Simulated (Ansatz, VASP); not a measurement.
## One calculation of Cr3Ni, two programs

File INCAR:

```
SYSTEM = Cr3Ni
ALGO = Normal ; EDIFF = 1E-6
ENCUT = 600 ; GGA = CA
GGA_COMPAT = .False. ; ISIF = 2
ISMEAR = -1 ; ISPIN = 2
LASPH = .True. ; LCHARG = .True.
LELF = .True. ; LMAXMIX = 4
LORBIT = 11 ; LREAL = .False.
LVHAR = .True. ; LWAVE = .False.
MAGMOM = 2.1 2.1 2.1 1 ; NBANDS = 35
NELM = 200 ; PREC = Accurate
SIGMA = 0.05
```

KPOINTS

```
k-points
0
Gamma
  6 6 6
  0 0 0
```

Contents of POSCAR:

```
Cr3Ni
1.0
    0.0000000000      2.8799330000      2.8799330000
    2.8799330000      0.0000000000      2.8799330000
    2.8799330000      2.8799330000      0.0000000000
Cr Ni
3 1
Direct
    0.7500000000      0.7500000000      0.7500000000
    0.2500000000      0.2500000000      0.2500000000
    0.5000000000      0.5000000000      0.5000000000
    0.0000000000      0.0000000000      0.0000000000
```

Input for Ansatz:

```yaml
crystal:
  lattice:
    - [0.0, 2.879933, 2.879933]
    - [2.879933, 0.0, 2.879933]
    - [2.879933, 2.879933, 0.0]
  atoms:
    - { symbol: Cr, position: [0.75, 0.75, 0.75] }
    - { symbol: Cr, position: [0.25, 0.25, 0.25] }
    - { symbol: Cr, position: [0.5, 0.5, 0.5] }
    - { symbol: Ni, position: [0.0, 0.0, 0.0] }
kpoints:
  mp_grid:
    grid: [6, 6, 6]
hamiltonian:
  xc: lda
  pseudopotentials:
    kind: all_electron
    lapw: {}
magnetization:
  spin_polarized: true
  per_species:
    Cr: 2.1
    Ni: 1.0
scf:
  occupations:
    method: fermi_dirac
    width: 0.05
output:
  forces: true
  stress: true
  eigenvalues: true
```

Alike in both runs: task single point; functional LDA; k mesh 6 × 6 × 6; occupations fermi-dirac, width 0.05 eV; collinear spin.

|  | VASP | Ansatz |
| --- | --- | --- |
| version | VASP 6.6.1 | Ansatz 0.2.0 |
| potentials or method | VASP PAW LDA potentials, release 64 (Cr_pv, Ni), cutoff 600 eV | all-electron (LAPW or listed datasets) |

```csv
,VASP,Ansatz,Ansatz less VASP
gap on the k mesh at the Fermi level (eV),none,none,-
pressure (GPa),-20.0,-19.0,+1.01
net moment per atom (μB),0.65,0.72,+0.066
size of the moment on the site where the two differ most (μB),1.33,1.47,+0.137
```

LDA's correlation is that of Perdew and Zunger in VASP and of Perdew and Wang (1992) in Ansatz. Site moments also hang on the region over which each program counts them. A gap of «none» marks a metal or a gap that the smearing closes. Ansatz ran all-electron here, and VASP with PAW potentials. Ansatz's warnings: seeded moment not kept.
